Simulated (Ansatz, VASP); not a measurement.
# Two plane-wave programs on SrO

```
CELL_PARAMETERS angstrom
0.00000 2.56980 2.56980
2.56980 0.00000 2.56980
2.56980 2.56980 0.00000
ATOMIC_POSITIONS crystal
Sr 0.96352 0.96352 0.03648
O 0.50000 0.50000 0.50000
```

Change from the starting cell: all Sr atoms moved +0.188 Å, as atom 1 towards its neighbour atom 2 (O) at 2.570 Å.

Alike in both runs: task single point; functional r2SCAN; k mesh 8 × 8 × 8; occupations gaussian, width 0.05 eV; no spin polarisation.

|  | VASP | Ansatz |
| --- | --- | --- |
| version | VASP 6.6.1 | Ansatz 0.2.0 |
| potentials or method | VASP PAW PBE potentials, release 64 (Sr_sv, O), cutoff 520 eV | scalar-relativistic, plane waves, PAW |
| valence electrons in the cell | 16 | 16 |

VASP gave:

```
gap on the k mesh at the Fermi level (eV)                     : 3.83
least direct gap on the mesh (eV)                             : 3.85
pressure (GPa)                                                : 2.8
traceless stress, the component that is largest in VASP (GPa) : 2.92
rms of the force components (eV/Å)                            : 0.349
```

Task: Estimate Ansatz's values.

Result: gap on the k mesh at the Fermi level (eV): 3.88; least direct gap on the mesh (eV): 3.89; pressure (GPa): 2.1; traceless stress, the component that is largest in VASP (GPa): 2.76; rms of the force components (eV/Å): 0.329.

VASP's potentials were made for PBE, not for r2SCAN. Atom by atom the forces differ by 0.020 eV/Å (rms over components). The functional is the same, so the differences come from potentials, cutoffs and numerics.
